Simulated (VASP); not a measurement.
Input of a VASP 6.6.1 run:

POSCAR

```
Te
1.0
    2.1406119697      1.2358828969      1.5697423660
   -2.1406119697      1.2358828969      1.5697423660
    0.0000000000     -2.4717657939      1.5697423660
Te
1
Direct
    0.5000000000      0.5000000000      0.5000000000
```

Contents of INCAR.step1:

```
PREC = Accurate ; ENCUT = 520
EDIFF = 1E-7 ; ISMEAR = 0
SIGMA = 0.01 ; LREAL = F
LASPH = T ; NELM = 150
ALGO = Normal ; ISIF = 2
LWAVE = F ; LCHARG = T
MAGMOM = 0 0 0 ; LSORBIT = T
GGA_COMPAT = F ; LORBMOM = T
GGA = PS ; IVDW = 13
NBANDS = 17
```

KPOINTS.step1

```
Automatic mesh
0
Gamma
  7 7 7
```

INCAR.step2

```
PREC = Accurate ; ENCUT = 520
EDIFF = 1E-7 ; ISMEAR = -5
SIGMA = 0.01 ; LREAL = F
LASPH = T ; NELM = 150
ALGO = Normal ; ISIF = 2
LWAVE = F ; LCHARG = F
MAGMOM = 0 0 0 ; LORBIT = 11
LSORBIT = T ; GGA_COMPAT = F
LORBMOM = T ; GGA = PS
IVDW = 13 ; NEDOS = 2001
ICHARG = 11
```

Contents of KPOINTS.step2:

```
Automatic mesh
0
Gamma
  11 11 11
```

Potentials or basis: VASP PAW PBE potentials, release 64 (Te).

The run is started by

```console
$ cat potpaw_PBE.64/Te/POTCAR > POTCAR
$ cp INCAR.step1 INCAR
$ cp KPOINTS.step1 KPOINTS
$ mpirun -np 1 vasp_ncl > vasp.out
$ cp INCAR.step2 INCAR
$ cp KPOINTS.step2 KPOINTS
$ mpirun -np 1 vasp_ncl > vasp.out
```

(1) What does it give for the net moment?

(2) What does it give for the dispersion energy per atom?

Results:

(1) 0.00 μB per cell.

(2) -0.365 eV.
